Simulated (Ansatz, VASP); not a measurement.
**Two plane-wave programs on AlNi**

```
Al Ni
1.0
     2.02133   -2.02135    0.00000
     2.02133    2.02135    0.00000
     0.00000    0.00000    2.78333
Al Ni
1 1
Direct
  0.00000 0.00000 0.00000
  0.50000 0.50000 0.50000
```

Change from the starting cell: strain +0.000 along x and y, -0.030 along z, atoms carried along.

Alike in both runs: task single point; functional PBEsol; k mesh 20 × 20 × 20; occupations gaussian, width 0.15 eV; no spin polarisation.

```csv
,VASP,Ansatz
version,VASP 6.6.1,Ansatz 0.2.0
potentials or method,"VASP PAW PBE potentials, release 64 (Al, Ni), cutoff 520 eV","scalar-relativistic, plane waves, PAW"
valence electrons in the cell,13,21
```

|  | VASP | Ansatz | Ansatz less VASP |
| --- | --- | --- | --- |
| gap on the k mesh at the Fermi level (eV) | none | none | - |
| pressure (GPa) | 5.9 | 5.7 | -0.26 |
| traceless stress, the component that is largest in VASP (GPa) | 1.65 | 1.61 | -0.036 |

VASP's potentials were made for PBE, not for PBEsol. A gap of «none» marks a metal or a gap that the smearing closes. With one functional, cell and mesh, what is left measures potentials, basis and numerics. VASP's potentials hold 13 valence electrons a cell and Ansatz's 21, so a difference there can come from the potentials and not from the codes. Ansatz's warnings: near symmetry operations not taken.
